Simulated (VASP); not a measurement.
# NaCl (Fm-3m) in VASP: a series of runs, part 2 of 3

VASP 6.6.1. The steps go on from the part before.

## (4) Vibrations by perturbation theory, PBEsol

Input file INCAR:

```
ALGO = Normal ; EDIFF = 1E-8
ENCUT = 520 ; GGA = PS
IBRION = 8 ; ISIF = 2
ISMEAR = 0 ; LASPH = T
LCHARG = F ; LEPSILON = T
LREAL = F ; LWAVE = F
NBANDS = 14 ; NELM = 80
NSW = 1 ; PREC = Accurate
SIGMA = 0.01
```

Input file KPOINTS:

```
k-points
0
Gamma
  6 6 6
```

Input file POSCAR:

```
NaCl
1.0
    0.0000000000      2.8009526174      2.8009526174
    2.8009526174      0.0000000000      2.8009526174
    2.8009526174      2.8009526174      0.0000000000
Na Cl
1 1
Direct
    0.0000000000      0.0000000000      0.0000000000
    0.5000000000      0.5000000000      0.5000000000
```

Potentials or basis: VASP PAW PBE potentials, release 64 (Na_pv, Cl).

Run with:

```sh
cat potpaw_PBE.64/Na_pv/POTCAR potpaw_PBE.64/Cl/POTCAR > POTCAR
mpirun -np 1 vasp_std > vasp.out
```

OUTCAR:

```text
EDIFF = 1E-8
   ENCUT = 520
   GGA = PS
   IBRION = 8
   ISIF = 2
   ISMEAR = 0
   LASPH = T
   LEPSILON = T
   LREAL = F
   NELM = 80
   NSW = 1
   PREC = Accurate

 ion  position               nearest neighbor table
   1  0.000  0.000  0.000-
   2  0.500  0.500  0.500-

  LATTYP: Found a face centered cubic cell.
 ALAT       =     5.6019052348

  Lattice vectors:

 A1 = (   0.0000000000,   2.8009526174,   2.8009526174)
 A2 = (   2.8009526174,   0.0000000000,   2.8009526174)
 A3 = (   2.8009526174,   2.8009526174,   0.0000000000)

Analysis of symmetry for initial positions (statically):
=====================================================================
 Subroutine PRICEL returns:
 Original cell was already a primitive cell.

 Routine SETGRP: Setting up the symmetry group for a
 face centered cubic supercell.

 Subroutine GETGRP returns: Found 48 space group operations
 (whereof 48 operations were pure point group operations)
 out of a pool of 48 trial point group operations.

The static configuration has the point symmetry O_h .

Analysis of symmetry for dynamics (positions and initial velocities):
=====================================================================
 Subroutine PRICEL returns:
 Original cell was already a primitive cell.

 Routine SETGRP: Setting up the symmetry group for a
 face centered cubic supercell.

 Subroutine GETGRP returns: Found 48 space group operations
[... 517 lines left out ...]
  z     0.00000     0.00000     0.00000     0.00000     0.00000     0.00000

 PIEZOELECTRIC TENSOR (including local field effects)  for field in x, y, z        (C/m^2)
          XX          YY          ZZ          XY          YZ          ZX
  --------------------------------------------------------------------------------
  x     0.00000     0.00000     0.00000     0.00000     0.00000     0.00000
  y     0.00000     0.00000     0.00000     0.00000     0.00000     0.00000
  z     0.00000     0.00000     0.00000     0.00000     0.00000     0.00000

 BORN EFFECTIVE CHARGES (including local field effects) (in |e|, cummulative output)
 ---------------------------------------------------------------------------------
 ion    1
    1     1.09076     0.00000     0.00000
    2     0.00000     1.09076     0.00000
    3     0.00000     0.00000     1.09076
 ion    2
    1    -1.09076     0.00000     0.00000
    2     0.00000    -1.09076     0.00000
    3     0.00000     0.00000    -1.09076

 INTERNAL STRAIN TENSOR FOR ION    2 for displacements in x,y,z  (eV/Angst):
          X           Y           Z          XY          YZ          ZX
  --------------------------------------------------------------------------------
  x     0.00000     0.00000     0.00000     0.00000     0.00000     0.00000
  y     0.00000     0.00000     0.00000     0.00000     0.00000     0.00000
  z     0.00000     0.00000     0.00000     0.00000     0.00000     0.00000

 SECOND DERIVATIVES (NOT SYMMETRIZED)
 ------------------------------------
               1X          1Y          1Z          2X          2Y          2Z
  1X    -1.457056    0.000000    0.000000    1.457056    0.000000    0.000000
  1Y     0.000000   -1.457056    0.000000    0.000000    1.457056    0.000000
  1Z     0.000000    0.000000   -1.457056    0.000000    0.000000    1.457056
  2X     1.436065    0.000000    0.000000   -1.436065    0.000000    0.000000
  2Y     0.000000    1.436065    0.000000    0.000000   -1.436065    0.000000
  2Z     0.000000    0.000000    1.436065    0.000000    0.000000   -1.436065

 Eigenvectors and eigenvalues of the dynamical matrix
 ----------------------------------------------------

   1 f  =    5.038808 THz    31.659762 2PiTHz  168.076532 cm-1    20.838825 meV
             X         Y         Z           dx          dy          dz
      0.000000  0.000000  0.000000     0.473939    0.620855    0.000000
      2.800953  2.800953  2.800953    -0.378893   -0.496346    0.000000
[... 21 lines left out ...]
   6 f/i=    0.017831 THz     0.112038 2PiTHz    0.594789 cm-1     0.073744 meV
             X         Y         Z           dx          dy          dz
      0.000000  0.000000  0.000000     0.228876    0.276522   -0.510952
      2.800953  2.800953  2.800953     0.286289    0.345887   -0.639125

--------------------------------------------------------------------------------------------------------

 MACROSCOPIC STATIC DIELECTRIC TENSOR IONIC CONTRIBUTION
 ------------------------------------------------------
           3.386343     0.000000     0.000000
           0.000000     3.386343     0.000000
           0.000000     0.000000     3.386343
 ------------------------------------------------------

 ELASTIC MODULI CONTR FROM IONIC RELAXATION (kBar)
 Direction    XX          YY          ZZ          XY          YZ          ZX
 --------------------------------------------------------------------------------
 XX           0.0000      0.0000      0.0000      0.0000      0.0000      0.0000
 YY           0.0000      0.0000      0.0000      0.0000      0.0000      0.0000
 ZZ           0.0000      0.0000      0.0000      0.0000      0.0000      0.0000
 XY           0.0000      0.0000      0.0000      0.0000      0.0000      0.0000
 YZ           0.0000      0.0000      0.0000      0.0000      0.0000      0.0000
 ZX           0.0000      0.0000      0.0000      0.0000      0.0000      0.0000
 --------------------------------------------------------------------------------

 PIEZOELECTRIC TENSOR IONIC CONTR  for field in x, y, z        (C/m^2)
          XX          YY          ZZ          XY          YZ          ZX
  --------------------------------------------------------------------------------
  x     0.00000     0.00000     0.00000     0.00000     0.00000     0.00000
  y     0.00000     0.00000     0.00000     0.00000     0.00000     0.00000
  z     0.00000     0.00000     0.00000     0.00000     0.00000     0.00000
```

OSZICAR:

```text
N       E                     dE             d eps       ncg     rms          rms(c)
DAV:   1     0.923987913424E+02    0.92399E+02   -0.70891E+03   456   0.103E+03
DAV:   2     0.813408565215E+00   -0.91585E+02   -0.83858E+02   478   0.250E+02
DAV:   3    -0.702888986939E+01   -0.78423E+01   -0.77961E+01   592   0.693E+01
DAV:   4    -0.715720897482E+01   -0.12832E+00   -0.12829E+00   508   0.961E+00
[... 174 lines left out ...]
RMM:   9    -0.193662253479E+00    0.25425E-05   -0.38459E-09  1607   0.274E-04    0.639E-05
RMM:  10    -0.193662132614E+00    0.12087E-06   -0.45812E-08  1638   0.847E-05    0.272E-05
RMM:  11    -0.193662236751E+00   -0.10414E-06   -0.47038E-08  1783   0.286E-05    0.104E-05
RMM:  12    -0.193662302466E+00   -0.65715E-07    0.17249E-08  1609   0.111E-05    0.610E-07
RMM:  13    -0.193662299245E+00    0.32215E-08   -0.88015E-09  1392   0.564E-06    0.267E-07
 Linear response finished
```

Run time: 3.3 min. Hardware: 1 thread of Intel Xeon Platinum 8259CL at 2.50GHz (Skylake/Cascade Lake), shared host; peak memory 0.21 GiB.

What came out:

- Electronic dielectric tensor (diagonal): 2.57
- Born charges (mean of the diagonal): Na +1.09; Cl -1.09 e
- Highest phonon frequency at Γ, LO-TO splitting left out: 168 cm⁻¹

Phonon frequencies in cm⁻¹ (negative: imaginary):
```
              q point           frequencies
(0.000, 0.000, 0.000)  -1 -1 -1 168 168 168
```

Electronic dielectric tensor:
```
2.57 0.00 0.00
0.00 2.57 0.00
0.00 0.00 2.57
```

Born effective charge tensors (e):
atom 1, Na
```
1.09 0.00 0.00
0.00 1.09 0.00
0.00 0.00 1.09
```
atom 2, Cl
```
-1.09  0.00  0.00
 0.00 -1.09  0.00
 0.00  0.00 -1.09
```

Caveat: the PAW data sets were made with another functional, which shifts forces and pressure a little.

## (5) Vibrations by perturbation theory, PBEsol (21.64 Å³/atom)

This run uses another cell than the first one, of 21.64 Å³/atom.

Input file INCAR:

```
PREC = Accurate
ENCUT = 520
EDIFF = 1E-8
ISMEAR = 0
SIGMA = 0.01
LREAL = F
LASPH = T
NELM = 60
ALGO = Normal
ISIF = 2
LWAVE = F
LCHARG = F
GGA = PS
NBANDS = 14
IBRION = 8
NSW = 1
```

Input file KPOINTS:

```
Automatic mesh
0
Gamma
  6 6 6
```

Input file POSCAR:

```
NaCl
1.0
    0.0000000000      2.7868772411      2.7868772411
    2.7868772411      0.0000000000      2.7868772411
    2.7868772411      2.7868772411      0.0000000000
Na Cl
1 1
Direct
    0.0000000000      0.0000000000      0.0000000000
    0.5000000000      0.5000000000      0.5000000000
```

Potentials or basis: VASP PAW PBE potentials, release 64 (Na_pv, Cl).

Run with:

```sh
cat potpaw_PBE.64/Na_pv/POTCAR potpaw_PBE.64/Cl/POTCAR > POTCAR
mpirun -np 1 vasp_std > vasp.out
```

OUTCAR:

```text
PREC = Accurate
   ENCUT = 520
   EDIFF = 1E-8
   ISMEAR = 0
   LREAL = F
   LASPH = T
   NELM = 60
   ISIF = 2
   GGA = PS
   IBRION = 8
   NSW = 1

 ion  position               nearest neighbor table
   1  0.000  0.000  0.000-
   2  0.500  0.500  0.500-

  LATTYP: Found a face centered cubic cell.
 ALAT       =     5.5737544822

  Lattice vectors:

 A1 = (   0.0000000000,   2.7868772411,   2.7868772411)
 A2 = (   2.7868772411,   0.0000000000,   2.7868772411)
 A3 = (   2.7868772411,   2.7868772411,   0.0000000000)

Analysis of symmetry for initial positions (statically):
=====================================================================
 Subroutine PRICEL returns:
 Original cell was already a primitive cell.

 Routine SETGRP: Setting up the symmetry group for a
 face centered cubic supercell.

 Subroutine GETGRP returns: Found 48 space group operations
 (whereof 48 operations were pure point group operations)
 out of a pool of 48 trial point group operations.

The static configuration has the point symmetry O_h .

Analysis of symmetry for dynamics (positions and initial velocities):
=====================================================================
 Subroutine PRICEL returns:
 Original cell was already a primitive cell.

 Routine SETGRP: Setting up the symmetry group for a
 face centered cubic supercell.

 Subroutine GETGRP returns: Found 48 space group operations
 (whereof 48 operations were pure point group operations)
 out of a pool of 48 trial point group operations.

The dynamic configuration has the point symmetry O_h .

 Subroutine INISYM returns: Found 48 space group operations
 (whereof 48 operations are pure point group operations),
 and found     1 'primitive' translations

----------------------------------------------------------------------------------------

                                     Primitive cell

  volume of cell :      43.2896

  direct lattice vectors                    reciprocal lattice vectors
     0.000000000  2.786877241  2.786877241    -0.179412280  0.179412280  0.179412280
     2.786877241  0.000000000  2.786877241     0.179412280 -0.179412280  0.179412280
     2.786877241  2.786877241  0.000000000     0.179412280  0.179412280 -0.179412280

  length of vectors
     3.941239591  3.941239591  3.941239591     0.310751185  0.310751185  0.310751185

  position of ions in fractional coordinates (direct lattice)
     0.000000000  0.000000000  0.000000000
     0.500000000  0.500000000  0.500000000

  ion indices of the primitive-cell ions
   primitive index   ion index
                 1           1
                 2           2

----------------------------------------------------------------------------------------
[... 129 lines left out ...]
      9      10.4543      0.00000
     10      10.4543      0.00000
     11      10.4543      0.00000
     12      12.7223      0.00000
     13      12.7223      0.00000
     14      14.1532      0.00000
[... 243 lines left out ...]
      3     -21.1746      2.00000
      4     -12.8536      2.00000
      5      -2.1348      2.00000
      6      -1.5666      2.00000
      7      -1.3527      2.00000
      8       7.8478      0.00000
      9       8.1692      0.00000
     10       9.9190      0.00000
     11      11.5618      0.00000
     12      14.7630      0.00000
     13      15.8351      0.00000
     14      15.8982      0.00000

------------------------ aborting loop because EDIFF is reached ----------------------------------------

  FORCE on cell =-STRESS in cart. coord.  units (eV):
  Direction    XX          YY          ZZ          XY          YZ          ZX
  --------------------------------------------------------------------------------------
  -------------------------------------------------------------------------------------
  Total        0.1164925      0.1164925      0.1164925      0.0000000      0.0000000      0.0000000
  in kB        4.3114668      4.3114668      4.3114668      0.0000000      0.0000000      0.0000000
  external PRESSURE =       4.3114668 kB  Pullay stress =       0.0000000 kB

 VOLUME and BASIS-vectors are now :
 -----------------------------------------------------------------------------
  energy-cutoff  :      520.00
  volume of cell :       43.29
      direct lattice vectors                 reciprocal lattice vectors
     0.000000000  2.786877241  2.786877241    -0.179412280  0.179412280  0.179412280
     2.786877241  0.000000000  2.786877241     0.179412280 -0.179412280  0.179412280
     2.786877241  2.786877241  0.000000000     0.179412280  0.179412280 -0.179412280

 POSITION                                       TOTAL-FORCE (eV/Angst)
 -----------------------------------------------------------------------------------
      0.00000      0.00000      0.00000        -0.000000      0.000000      0.000000
      2.78688      2.78688      2.78688         0.000000     -0.000000     -0.000000
 -----------------------------------------------------------------------------------
    total drift:                               -0.000000      0.000000      0.000000

  FREE ENERGIE OF THE ION-ELECTRON SYSTEM (eV)
  ---------------------------------------------------
  free  energy   TOTEN  =        -6.9971457652 eV

  energy  without entropy=       -6.9971457652  energy(sigma->0) =       -6.99714577

[... ionic steps 2 to 3 ...]

--------------------------------------- Ionic step        4  -------------------------------------------

------------------------ aborting loop because EDIFF is reached ----------------------------------------

[... ionic steps 5 to 6 ...]

--------------------------------------- Ionic step        7  -------------------------------------------

 Free energy of the ion-electron system (eV)
  ---------------------------------------------------
  ---------------------------------------------------
  free energy    TOTEN  =        -0.19349153 eV

  energy without entropy =       -0.19349153

------------------------ aborting loop because EDIFF is reached ----------------------------------------

 INTERNAL STRAIN TENSOR  FOR ION    2  DIRECTION 1   (eV/Angst):
 -----------------------------------------------------------------------------
     0.00474  0.00000  0.00000
     0.00000  0.00198 -0.00000
    -0.00000 -0.00000  0.00198

 INTERNAL STRAIN TENSOR FOR ION    2 for displacements in x,y,z  (eV/Angst):
          X           Y           Z          XY          YZ          ZX
  --------------------------------------------------------------------------------
  x     0.00000     0.00000     0.00000     0.00000     0.00000     0.00000
  y     0.00000     0.00000     0.00000     0.00000     0.00000     0.00000
  z     0.00000     0.00000     0.00000     0.00000     0.00000     0.00000

 SECOND DERIVATIVES (NOT SYMMETRIZED)
 ------------------------------------
               1X          1Y          1Z          2X          2Y          2Z
  1X    -1.574282    0.000000    0.000000    1.574282    0.000000    0.000000
  1Y     0.000000   -1.574282    0.000000    0.000000    1.574282    0.000000
  1Z     0.000000    0.000000   -1.574282    0.000000    0.000000    1.574282
  2X     1.559533    0.000000    0.000000   -1.559533    0.000000    0.000000
  2Y     0.000000    1.559533    0.000000    0.000000   -1.559533    0.000000
  2Z     0.000000    0.000000    1.559533    0.000000    0.000000   -1.559533

 Eigenvectors and eigenvalues of the dynamical matrix
 ----------------------------------------------------

   1 f  =    5.242780 THz    32.941359 2PiTHz  174.880320 cm-1    21.682386 meV
             X         Y         Z           dx          dy          dz
      0.000000  0.000000  0.000000     0.000000    0.780300    0.000000
      2.786877  2.786877  2.786877     0.000000   -0.625406    0.000000
[... 21 lines left out ...]
   6 f/i=    0.012041 THz     0.075654 2PiTHz    0.401636 cm-1     0.049796 meV
             X         Y         Z           dx          dy          dz
      0.000000  0.000000  0.000000     0.000000    0.000000   -0.625406
      2.786877  2.786877  2.786877     0.000000    0.000000   -0.780300

--------------------------------------------------------------------------------------------------------

 ELASTIC MODULI CONTR FROM IONIC RELAXATION (kBar)
 Direction    XX          YY          ZZ          XY          YZ          ZX
 --------------------------------------------------------------------------------
 XX           0.0000      0.0000      0.0000      0.0000      0.0000      0.0000
 YY           0.0000      0.0000      0.0000      0.0000      0.0000      0.0000
 ZZ           0.0000      0.0000      0.0000      0.0000      0.0000      0.0000
 XY           0.0000      0.0000      0.0000      0.0000      0.0000      0.0000
 YZ           0.0000      0.0000      0.0000      0.0000      0.0000      0.0000
 ZX           0.0000      0.0000      0.0000      0.0000      0.0000      0.0000
 --------------------------------------------------------------------------------
```

OSZICAR:

```text
N       E                     dE             d eps       ncg     rms          rms(c)
DAV:   1     0.102849717844E+03    0.10285E+03   -0.72434E+03   448   0.105E+03
DAV:   2     0.107785538813E+01   -0.10177E+03   -0.93483E+02   514   0.281E+02
DAV:   3    -0.703302412203E+01   -0.81109E+01   -0.80656E+01   550   0.726E+01
DAV:   4    -0.715416624554E+01   -0.12114E+00   -0.12110E+00   562   0.960E+00
[... 42 lines left out ...]
RMM:   9    -0.193491577442E+00    0.24158E-05   -0.78303E-09  1589   0.264E-04    0.649E-05
RMM:  10    -0.193491378062E+00    0.19938E-06   -0.40235E-08  1642   0.830E-05    0.260E-05
RMM:  11    -0.193491470863E+00   -0.92801E-07   -0.87634E-08  1782   0.303E-05    0.103E-05
RMM:  12    -0.193491532430E+00   -0.61568E-07   -0.44884E-09  1587   0.129E-05    0.569E-07
RMM:  13    -0.193491530628E+00    0.18028E-08   -0.17526E-08  1339   0.769E-06    0.241E-07
 Linear response finished
```

Wall time 74 s (1 thread of Intel Xeon Platinum 8259CL at 2.50GHz (Skylake/Cascade Lake), shared host); peak memory 0.2 GiB.

Results:

* Highest phonon frequency at Γ, LO-TO splitting left out: 175 cm⁻¹

Phonon frequencies in cm⁻¹ (negative: imaginary):
```csv
q point,frequencies
"(0.000, 0.000, 0.000)",0 0 0 175 175 175
```

Caveat: the PAW data sets were made with another functional, which shifts forces and pressure a little.

(Part 2 of 3 ends here.)
